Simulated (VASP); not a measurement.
# Hf (Im-3m) in VASP: single point with PBEsol

Aim: the single point of Hf with PBEsol.

All numbers are computed with VASP 6.6.1; they aren't measurements. Logs are shortened: lines on timing, memory, paths and dates and some standing lists are left out, and cuts for length are marked.

## Step 1: The cell of the first run

It takes space group Im-3m (No. 229, cubic). Conventional cell: a = 3.610 Å, b = 3.610 Å, c = 3.610 Å, α = 90.00°, β = 90.00°, γ = 90.00°. Hf (site symmetry m-3m) has 14 Hf at 3.13 to 3.61 Å within 4.1 Å.

## Step 2: Single point, PBEsol

INCAR

```
  PREC = Accurate
  ENCUT = 500
  EDIFF = 1E-6
  ISMEAR = 0
  SIGMA = 0.05
  LREAL = F
  LASPH = T
  NELM = 120
  ALGO = Normal
  ISIF = 2
  LWAVE = F
  LCHARG = T
  GGA = PS
  LELF = T
  LVHAR = T
  NBANDS = 11
  GGA_COMPAT = F
```

KPOINTS

```
regular mesh
0
Gamma
  9 9 9
```

POSCAR

```
Hf
1.0
   -1.8050000000      1.8050000000      1.8050000000
    1.8050000000     -1.8050000000      1.8050000000
    1.8050000000      1.8050000000     -1.8050000000
Hf
1
Direct
    0.0000000000      0.0000000000      0.0000000000
```

Potentials or basis: VASP PAW PBE potentials, release 64 (Hf_pv).

On the command line:

```sh
cat potpaw_PBE.64/Hf_pv/POTCAR > POTCAR
mpirun -np 1 vasp_std > vasp.out
```

OUTCAR:

```text
PREC = Accurate
   ENCUT = 500
   EDIFF = 1E-6
   ISMEAR = 0
   LREAL = F
   LASPH = T
   NELM = 120
   ISIF = 2
   GGA = PS

 ion  position               nearest neighbor table
   1  0.000  0.000  0.000-

  LATTYP: Found a body centered cubic cell.
 ALAT       =     3.6100000000

  Lattice vectors:

 A1 = (  -1.8050000000,   1.8050000000,   1.8050000000)
 A2 = (   1.8050000000,  -1.8050000000,   1.8050000000)
 A3 = (   1.8050000000,   1.8050000000,  -1.8050000000)

Analysis of symmetry for initial positions (statically):
=====================================================================
 Subroutine PRICEL returns:
 Original cell was already a primitive cell.

 Routine SETGRP: Setting up the symmetry group for a
 body centered cubic supercell.

 Subroutine GETGRP returns: Found 48 space group operations
 (whereof 48 operations were pure point group operations)
 out of a pool of 48 trial point group operations.

The static configuration has the point symmetry O_h .

Analysis of symmetry for dynamics (positions and initial velocities):
=====================================================================
 Subroutine PRICEL returns:
 Original cell was already a primitive cell.

 Routine SETGRP: Setting up the symmetry group for a
 body centered cubic supercell.

 Subroutine GETGRP returns: Found 48 space group operations
 (whereof 48 operations were pure point group operations)
 out of a pool of 48 trial point group operations.

The dynamic configuration has the point symmetry O_h .

 Subroutine INISYM returns: Found 48 space group operations
 (whereof 48 operations are pure point group operations),
 and found     1 'primitive' translations

----------------------------------------------------------------------------------------

                                     Primitive cell

  volume of cell :      23.5229

  direct lattice vectors                    reciprocal lattice vectors
    -1.805000000  1.805000000  1.805000000     0.000000000  0.277008310  0.277008310
     1.805000000 -1.805000000  1.805000000     0.277008310  0.000000000  0.277008310
     1.805000000  1.805000000 -1.805000000     0.277008310  0.277008310  0.000000000

  length of vectors
     3.126351708  3.126351708  3.126351708     0.391748909  0.391748909  0.391748909

  position of ions in fractional coordinates (direct lattice)
     0.000000000  0.000000000  0.000000000

  ion indices of the primitive-cell ions
   primitive index   ion index
                 1           1

----------------------------------------------------------------------------------------

 KPOINTS: regular mesh

Automatic generation of k-mesh.
 Grid dimensions read from file:
 generate k-points for:    9    9    9

 Generating k-lattice:

  Cartesian coordinates                     Fractional coordinates (reciprocal lattice)
     0.000000000  0.030778701  0.030778701     0.111111111  0.000000000  0.000000000
     0.030778701  0.000000000  0.030778701     0.000000000  0.111111111  0.000000000
     0.030778701  0.030778701  0.000000000     0.000000000  0.000000000  0.111111111

  Length of vectors
     0.043527657  0.043527657  0.043527657

  Shift w.r.t. Gamma in fractional coordinates (k-lattice)
     0.000000000  0.000000000  0.000000000

 Subroutine IBZKPT returns following result:
 ===========================================

 Found     35 irreducible k-points:

 Following reciprocal coordinates:
            Coordinates               Weight
  0.000000  0.000000  0.000000      1.000000
  0.111111  0.000000  0.000000     12.000000
  0.222222  0.000000  0.000000     12.000000
  0.333333  0.000000  0.000000     12.000000
  0.444444  0.000000  0.000000     12.000000
  0.111111  0.111111  0.000000     24.000000
[... 16 lines left out ...]
 -0.333333  0.444444  0.111111     48.000000
 -0.444444 -0.444444  0.111111     24.000000
 [... further k-points ...]
   k-points           NKPTS =     35   k-points in BZ     NKDIM =     35   number of bands    NBANDS=     11
   number of dos      NEDOS =    301   number of ions     NIONS =      1
   total plane-waves  NPLWV =  13824
   dimension x,y,z NGX =    24 NGY =   24 NGZ =   24
   dimension x,y,z NGXF=    48 NGYF=   48 NGZF=   48
   ions per type =               1
   NGX,Y,Z   is equivalent  to a cutoff of  12.76, 12.76, 12.76 a.u.
   NGXF,Y,Z  is equivalent  to a cutoff of  25.52, 25.52, 25.52 a.u.
 SYSTEM =  unknown system
   PREC   = accura    normal or accurate (medium, high low for compatibility)
   ISTART =      0    job   : 0-new  1-cont  2-samecut
   ICHARG =      2    charge: 1-file 2-atom 10-const
   ISPIN  =      1    spin polarized calculation?
   LNONCOLLINEAR =      F non collinear calculations
   LSORBIT =      F    spin-orbit coupling
   LASPH  =      T    aspherical Exc in radial PAW
   ENCUT  =  500.0 eV  36.75 Ry    6.06 a.u.   5.70  5.70  5.70*2*pi/ulx,y,z
   NELM   =    120;   NELMIN=  2; NELMDL= -5     # of ELM steps
   EDIFF  = 0.1E-05   stopping-criterion for ELM
   LREAL  =      F    real-space projection
   EDIFFG = 0.1E-04   stopping-criterion for IOM
   NSW    =      0    number of steps for IOM
   IBRION =     -1    ionic relax: 0-MD 1-quasi-New 2-CG
   NFREE  =      0    steps in history (QN), initial steepest desc. (CG)
   ISIF   =      2    stress and relaxation
   ISYM   =      2    0-nonsym 1-usesym 2-fastsym
   POTIM  = 0.5000    time-step for ionic-motion
   TEBEG  =    0.0;   TEEND  =   0.0 temperature during run
   PSTRESS=    0.0 pullay stress
   NELECT =      10.0000    total number of electrons
   NUPDOWN=      -1.0000    fix difference up-down
   EMIN   =  10.00;   EMAX   =-10.00  energy-range for DOS
   EFERMI =   0.00;   METHOD = LEGACY
   ISMEAR =     0;   SIGMA  =   0.05  broadening in eV -4-tet -1-fermi 0-gaus
   EFERMI_NEDOS =   21; number of points for ismear=-14 and -15
   IALGO  =     38    algorithm
   IMIX   =      4    mixing-type and parameters
     AMIX     =   0.40;   BMIX     =  1.00
     AMIX_MAG =   1.60;   BMIX_MAG =  1.00
  volume/ion in A,a.u.               =      23.52       158.74
  Fermi-wavevector in a.u.,A,eV,Ry     =   1.230961  2.326179 20.616432  1.515265
  Thomas-Fermi vector in A             =   2.365789
   LORBIT       =      0    0 simple, 1 ext, 2 COOP (PROOUT), +10 PAW based schemes
   GGA     = PS    functional components
   LHFCALC =     F    Hartree Fock is set to
   AEXX    =    0.0000 exact exchange contribution
   IVDW    =     0    specifies the selected vdW correction
   LEPSILON=     F    determine dielectric tensor
   LRPA    =     F    only Hartree local field effects (RPA)
 non-spin polarized calculation
 Gauss-broadening in eV      SIGMA  =   0.05
  energy-cutoff  :      500.00
  volume of cell :       23.52
 maximum number of plane-waves:       610
   NGX = 11   NGY = 11   NGZ = 11

 number of electron      10.0000001 magnetization

 Free energy of the ion-electron system (eV)
  ---------------------------------------------------
  ext. energy  EPLUGINS =         0.00000000
  ---------------------------------------------------
  free energy    TOTEN  =       -10.25226845 eV

  energy without entropy =      -10.24824185  energy(sigma->0) =      -10.25025515

 E-fermi :   4.1301     XC(G=0): -11.1643

 val. band max:        4.1195061908   @ k =  -0.4444   0.4444   0.1111
 cond. band min:       4.1329648398   @ k =   0.2222   0.2222   0.0000
 fundamental gap:      0.0134586490
 Fermi energy:         4.1301180579

 k-point     1 :       0.0000    0.0000    0.0000
  band No.  band energies     occupation
      1     -25.8912      2.00000
      2     -25.8912      2.00000
      3     -25.8912      2.00000
      4      -2.7906      2.00000
      5       5.5547      0.00000
      6       5.5547      0.00000
      7       5.5547      0.00000
      8       8.2048      0.00000
      9       8.2048      0.00000
     10      17.1699      0.00000
     11      17.1699      0.00000

 k-point     2 :       0.1111    0.0000    0.0000
  band No.  band energies     occupation
      1     -25.9771      2.00000
      2     -25.9185      2.00000
      3     -25.8914      2.00000
      4      -2.3655      2.00000
      5       5.2704      0.00000
      6       5.4146      0.00000
      7       5.9750      0.00000
      8       7.8222      0.00000
      9       8.2077      0.00000
     10      17.1420      0.00000
     11      17.5252      0.00000

 k-point     3 :       0.2222    0.0000    0.0000
  band No.  band energies     occupation
      1     -26.1887      2.00000
      2     -25.9869      2.00000
      3     -25.8920      2.00000
      4      -1.2295      2.00000
      5       4.6453      0.00000
      6       4.8118      0.00000
      7       7.1899      0.00000
      8       7.6576      0.00000
      9       8.2970      0.00000
     10      17.1329      0.00000
     11      17.4663      0.00000

 k-point     4 :       0.3333    0.0000    0.0000
  band No.  band energies     occupation
      1     -26.4198      2.00000
      2     -26.0635      2.00000
      3     -25.8928      2.00000
      4       0.1067      2.00000
      5       4.0487      1.97874
      6       4.3615      0.00000
      7       7.9716      0.00000
      8       8.5688      0.00000
      9       9.0258      0.00000
     10      15.8340      0.00000
     11      15.8549      0.00000

 k-point     5 :       0.4444    0.0000    0.0000
  band No.  band energies     occupation
      1     -26.5655      2.00000
      2     -26.1129      2.00000
      3     -25.8933      2.00000
      4       0.7923      2.00000
      5       3.7054      2.00000
      6       4.8246      0.00000
      7       8.0465      0.00000
      8       8.8962      0.00000
      9      10.8924      0.00000
     10      13.8468      0.00000
     11      14.5540      0.00000
[... 211 lines left out ...]
 k-point    21 :      -0.2222    0.3333    0.1111
  band No.  band energies     occupation
      1     -26.3291      2.00000
      2     -26.0991      2.00000
      3     -25.9983      2.00000
      4       0.3810      2.00000
      5       4.1075      1.47718
      6       4.9114      0.00000
      7       6.4264      0.00000
      8       8.2488      0.00000
      9       9.0198      0.00000
     10      15.7567      0.00000
     11      17.1561      0.00000

 k-point    22 :      -0.4444    0.4444    0.1111
  band No.  band energies     occupation
      1     -26.5431      2.00000
      2     -26.1442      2.00000
      3     -25.9534      2.00000
      4       1.1912      2.00000
      5       4.1195      1.23594
      6       4.2681      0.00009
      7       7.1303      0.00000
      8       9.3434      0.00000
      9      10.7830      0.00000
     10      13.7758      0.00000
     11      16.0363      0.00000

 k-point    23 :      -0.3333    0.4444    0.1111
  band No.  band energies     occupation
      1     -26.4629      2.00000
      2     -26.1880      2.00000
      3     -26.0031      2.00000
      4       1.5318      2.00000
      5       3.5642      2.00000
      6       4.5632      0.00000
      7       6.9445      0.00000
      8       8.7460      0.00000
      9      10.4475      0.00000
     10      14.2337      0.00000
     11      17.1558      0.00000

 k-point    24 :      -0.4444   -0.4444    0.1111
  band No.  band energies     occupation
      1     -26.5155      2.00000
      2     -26.2244      2.00000
      3     -26.0025      2.00000
      4       1.8802      2.00000
      5       3.7884      2.00000
      6       4.1835      0.13116
      7       6.9026      0.00000
      8       9.4651      0.00000
      9      11.8246      0.00000
     10      12.7460      0.00000
     11      16.1133      0.00000

 [... further k-points ...]

------------------------ aborting loop because EDIFF is reached ----------------------------------------

  FORCE on cell =-STRESS in cart. coord.  units (eV):
  Direction    XX          YY          ZZ          XY          YZ          ZX
  --------------------------------------------------------------------------------------
  -------------------------------------------------------------------------------------
  Total       -1.3584287     -1.3584287     -1.3584287      0.0000000      0.0000000     -0.0000000
  in kB      -92.5243019    -92.5243019    -92.5243019      0.0000000      0.0000000     -0.0000000
  external PRESSURE =     -92.5243019 kB  Pullay stress =       0.0000000 kB

 VOLUME and BASIS-vectors are now :
 -----------------------------------------------------------------------------
  energy-cutoff  :      500.00
  volume of cell :       23.52
      direct lattice vectors                 reciprocal lattice vectors
    -1.805000000  1.805000000  1.805000000     0.000000000  0.277008310  0.277008310
     1.805000000 -1.805000000  1.805000000     0.277008310  0.000000000  0.277008310
     1.805000000  1.805000000 -1.805000000     0.277008310  0.277008310  0.000000000

 POSITION                                       TOTAL-FORCE (eV/Angst)
 -----------------------------------------------------------------------------------
      0.00000      0.00000      0.00000        -0.000000      0.000000     -0.000000
 -----------------------------------------------------------------------------------
    total drift:                                0.000000      0.000000      0.000000

  FREE ENERGIE OF THE ION-ELECTRON SYSTEM (eV)
  ---------------------------------------------------
  free  energy   TOTEN  =       -10.2522684540 eV

  energy  without entropy=      -10.2482418503  energy(sigma->0) =      -10.25025515
```

Run time: 12 s. Hardware: 1 thread of Intel Xeon 8259CL, shared host; peak memory 0.14 GiB.

What came out:

- Free energy: -10.2523 eV
- Pressure: -9.3 GPa
- Band gap on the k mesh: zero (band 5 reaches 5.55 eV, above the bottom of band 6 at 3.38 eV)

Caveat: the PAW data sets were made with another functional, which shifts forces and pressure a little; spin-orbit coupling is left out, which moves the levels of the heavy elements.
